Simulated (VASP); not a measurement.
WS2: single point with PBEsol

Crystal: WS2.

```
CELL_PARAMETERS angstrom
3.14608 0.00000 0.00000
-1.57304 2.72459 0.00000
0.00000 0.00000 12.70461
ATOMIC_POSITIONS crystal
W 0.33333 0.66667 0.25000
W 0.66667 0.33333 0.75000
S 0.33333 0.66667 0.62660
S 0.66667 0.33333 0.12660
S 0.33333 0.66667 0.87340
S 0.66667 0.33333 0.37340
```

```
Program                : VASP 6.6.1
Task                   : single point
Functional             : PBEsol
Potentials or basis    : VASP PAW PBE potentials, release 64 (W_sv, S)
Cutoff                 : 520 eV
k mesh                 : 12 × 12 × 2
Occupations            : gaussian, width 0.01 eV
Spin                   : no spin polarisation
Dipole correction      : no
Further INCAR settings : ALGO = Normal; EDIFF = 1e-06; NBANDS = 35
```

```json
{
 "Pressure": "0.1 GPa",
 "Largest force": "0.018 eV/Å",
 "Band gap on the k mesh": "1.12 eV (least direct gap 1.87 eV)"
}
```

Forces in eV/Å, atoms in the order of the input:
```
W    0.000  0.000  0.000
W    0.000  0.000  0.000
S    0.000  0.000 -0.018
S    0.000  0.000 -0.018
S    0.000  0.000  0.018
S    0.000  0.000  0.018
```

Levels at points of the mesh, in eV from the valence-band top:
```csv
k point,band 22,band 23,band 24,band 25,band 26,band 27,band 28,band 29,band 30,band 31
"(0.00, 0.00, 0.00)",-2.07,-2.07,-1.65,-1.12,0.00,2.47,2.47,2.47,2.47,2.58
"(0.50, 0.00, 0.00)",-2.67,-1.78,-1.64,-1.57,-1.44,2.48,2.51,2.76,3.03,3.26
"(0.00, 0.00, 0.50)",-2.08,-2.08,-2.08,-0.33,-0.33,2.47,2.47,2.47,2.47,2.65
"(0.50, 0.00, 0.50)",-2.75,-1.71,-1.71,-1.50,-1.50,2.49,2.49,2.91,2.91,3.53
```

Wall time 62 s on 1 thread of AMD EPYC 9R45 96-Core Processor (Zen 5), on a shared host, peak memory 0.25 GiB.

Caveat: the PAW data sets were made with another functional, which shifts forces and pressure a little; spin-orbit coupling is left out, which moves the levels of the heavy elements; this functional lacks dispersion, which binds layers or chains, so the pressure and a relaxed spacing across them are unreliable. A k mesh can miss the band edges.
